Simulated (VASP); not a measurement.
A run of VASP 6.6.1 is set up as follows.

File INCAR:

```
PREC = Accurate ; ENCUT = 520
EDIFF = 1E-6 ; ISMEAR = -1
SIGMA = 0.02 ; LREAL = Auto
LASPH = T ; NELM = 150
ALGO = Normal ; ISIF = 2
LWAVE = F ; LCHARG = T
ISPIN = 2 ; MAGMOM = 0 0.09 0 0.09 0 0 0 0.08 0 0.09 0 0.08 0 0.08 0 0 0 0 0
LORBIT = 11 ; GGA = PE
IVDW = 12 ; LELF = T
LVHAR = T ; NBANDS = 56
```

KPOINTS

```
Automatic mesh
0
Gamma
  2 2 1
```

Contents of POSCAR:

```
HC18
1.0
    7.3980000000      0.0000000000      0.0000000000
   -3.6990000000      6.4068560000      0.0000000000
    0.0000000000      0.0000000000     13.0000000000
C H
18 1
Direct
   -0.0047226142     -0.0034765882      0.0722853077
    0.2145712124      0.1034649444      0.0773460000
   -0.0047238698      0.3315498272      0.0722698462
    0.2145734771      0.4439033748      0.0773277692
   -0.0052978644      0.6637489589      0.0670433077
    0.2163693638      0.7745838208      0.0679856154
    0.3269205061     -0.0034779930      0.0723173846
    0.5503470353      0.1080879608      0.0746533077
    0.3280678875      0.3304388299      0.1041771538
    0.5549759189      0.4438877665      0.0772768462
    0.3269238067      0.6632009522      0.0723040769
    0.5503488051      0.7750558152      0.0746533077
    0.6613763632     -0.0029131293      0.0744971538
    0.8834008422      0.1080971697      0.0746265385
    0.6619382021      0.3315387454      0.0722416154
    0.8838744423      0.4420914096      0.0679470000
    0.6619396524      0.6631993914      0.0722439231
    0.8838755077      0.7745806992      0.0679527692
    0.3280476588      0.3304254068      0.1908515385
```

Potentials or basis: VASP PAW PBE potentials, release 64 (C, H).

Launch:

```sh
$ cat potpaw_PBE.64/C/POTCAR potpaw_PBE.64/H/POTCAR > POTCAR
$ mpirun -np 1 vasp_std > vasp.out
```

Task: What does it give for the site moments?

Result: C -0.06, +0.13, -0.03, +0.06, +0.12, -0.02, -0.04; H +0.05 μB.

Task: Predict the dispersion energy per atom.

Result: -0.086 eV.

Forces on the atoms (eV/Å):
```
C   -0.010  0.003 -0.004
C   -0.007  0.020 -0.002
C   -0.004 -0.002 -0.003
C    0.010 -0.011 -0.001
C    0.001 -0.004 -0.004
C    0.001 -0.005 -0.003
C    0.005 -0.001 -0.005
C    0.001  0.006  0.003
C   -0.002 -0.008  0.008
C   -0.012 -0.003  0.000
C    0.001  0.001 -0.004
C    0.015  0.000  0.001
C   -0.006  0.000  0.000
C    0.011  0.004  0.003
C   -0.002 -0.004  0.003
C    0.007  0.000 -0.007
C   -0.006 -0.003  0.002
C   -0.005  0.007 -0.006
H    0.002  0.001  0.018
```

Caveat: the k points lie up to 0.49 Å⁻¹ apart.
